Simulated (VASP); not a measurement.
A run of VASP 6.6.1:

The input INCAR:

```
SYSTEM = Os
ALGO = Normal
EDIFF = 1E-7
ENCUT = 520
GGA = PE
ISIF = 2
ISMEAR = -1
LASPH = .True.
LCHARG = .True.
LELF = .True.
LREAL = .False.
LVHAR = .True.
LWAVE = .False.
NBANDS = 19
NELM = 80
PREC = Accurate
SIGMA = 0.1
```

KPOINTS

```
k-points
0
Gamma
  9 9 13
  0 0 0
```

Contents of POSCAR:

```
Os
1.0
    4.0338501032      0.0000000000      0.0000000000
   -2.0169250516      3.4934166644      0.0000000000
    0.0000000000      0.0000000000      2.5006561095
Os
3
Direct
    0.0000000000      0.0000000000      0.0000000000
    0.3333333333      0.6666666667      0.5000000000
    0.6666666667      0.3333333333      0.5000000000
```

Potentials or basis: VASP PAW PBE potentials, release 64 (Os).

Launch:

```bash
$ cat potpaw_PBE.64/Os/POTCAR > POTCAR
$ mpirun -np 1 vasp_std > vasp.out
```

Hardware: 1 thread of Intel Xeon 8259CL (shared host).

**Question.** Estimate the wall time of this run.

**Answer.** It took 86 s on 1 thread of Intel Xeon 8259CL, on a shared host, peak memory 0.18 GiB. Counts: scf iterations 14, k points 84.
